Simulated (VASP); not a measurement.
Input of a VASP 6.6.1 run:

File INCAR:

```
ALGO = Normal
EDIFF = 1E-6
EDIFFG = -0.002
ENCUT = 600
GGA = PS
IBRION = 2
ISIF = 3
ISMEAR = -1
LASPH = T
LCHARG = F
LREAL = F
LWAVE = F
NELM = 60
NSW = 100
PREC = Accurate
PSTRESS = 70.0
SIGMA = 0.1
```

KPOINTS

```
k-points
0
Gamma
  14 14 14
```

POSCAR

```
Si2Ni
1.0
    0.0000000000      2.6954857304      2.6954857304
    2.6954857304      0.0000000000      2.6954857304
    2.6954857304      2.6954857304      0.0000000000
Si Ni
2 1
Direct
    0.2500000000      0.2500000000      0.2500000000
    0.7500000000      0.7500000000      0.7500000000
    0.0000000000      0.0000000000      0.0000000000
```

Potentials or basis: VASP PAW PBE potentials, release 64 (Si, Ni).

Launch:

```bash
$ cat potpaw_PBE.64/Si/POTCAR potpaw_PBE.64/Ni/POTCAR > POTCAR
$ mpirun -np 1 vasp_std > vasp.out
```

Question: Estimate the space group after relaxing (to 0.1 Å).

Answer: Fm-3m (No. 225).

Question: Predict the relaxed cell.

Answer: a = 3.762 Å, b = 3.762 Å, c = 3.762 Å, α = 60.00°, β = 60.00°, γ = 60.00°.

Question: Estimate the band gap on the k mesh.

Answer: Zero (bands 9 and 10 overlap by 2.13 eV).

Question: Predict the relaxed volume.

Answer: 12.55 Å³/atom.

Final structure:
```
Si Ni
1.0
     0.00000    2.65995    2.65995
     2.65995    0.00000    2.65995
     2.65995    2.65995    0.00000
Si Ni
2 1
Direct
  0.25000 0.25000 0.25000
  0.75000 0.75000 0.75000
  0.00000 0.00000 0.00000
```

Caveat: the cell is relaxed towards a set pressure, so the run minimises the enthalpy, not the energy; the PAW data sets were made with another functional, which shifts forces and pressure a little. Spin polarisation is off, so any magnetic state and its effect on volume and gap are missing.
